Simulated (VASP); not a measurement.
Input of a VASP 6.6.1 run:

Contents of INCAR:

```
SYSTEM = HfN
  PREC = Accurate
  ENCUT = 600
  EDIFF = 1E-7
  ISMEAR = 0
  SIGMA = 0.1
  LREAL = .False.
  LASPH = .True.
  NELM = 120
  ALGO = Normal
  ISIF = 3
  LWAVE = .False.
  LCHARG = .False.
  GGA = PE
  IBRION = 2
  NSW = 100
  EDIFFG = -0.005
  GGA_COMPAT = .False.
  NELMIN = 4
```

The input KPOINTS:

```
regular mesh
0
Gamma
  12 12 6
  0 0 0
```

File POSCAR:

```
HfN
1.0
    3.1904660000      0.0000000000      0.0000000000
   -1.5952330000      2.7630240000      0.0000000000
    0.0000000000      0.0000000000      7.8150130000
Hf N
3 3
Direct
    0.0000000000      0.0000000000      0.0000000000
    0.3333333300      0.6666666700      0.3333333300
    0.6666666700      0.3333333300      0.6666666700
    0.6666666700      0.3333333300      0.1666666700
    0.0000000000      0.0000000000      0.5000000000
    0.3333333300      0.6666666700      0.8333333300
```

Potentials or basis: VASP PAW PBE potentials, release 64 (Hf_pv, N).

Run with:

```bash
$ cat potpaw_PBE.64/Hf_pv/POTCAR potpaw_PBE.64/N/POTCAR > POTCAR
$ mpirun -np 1 vasp_std > vasp.out
```

Question: Predict the relaxed volume.

Answer: 11.65 Å³/atom.

Question: Estimate the relaxed cell.

Answer: a = 3.206 Å, b = 3.206 Å, c = 7.853 Å, α = 90.00°, β = 90.00°, γ = 120.00°.

The path:
| step | energy change (eV) | largest force (eV/Å) | pressure (GPa) | volume (Å³) |
| --- | --- | --- | --- | --- |
| 1 | 0.0000 | 0.0000 | 4.05 | 68.89 |
| 2 | 0.0302 | 0.0000 | -6.92 | 71.82 |
| 3 | -0.0125 | 0.0000 | -0.03 | 69.91 |

Caveat: an odd number of electrons without spin polarisation forces a metal; a magnetic or distorted state may lie lower.
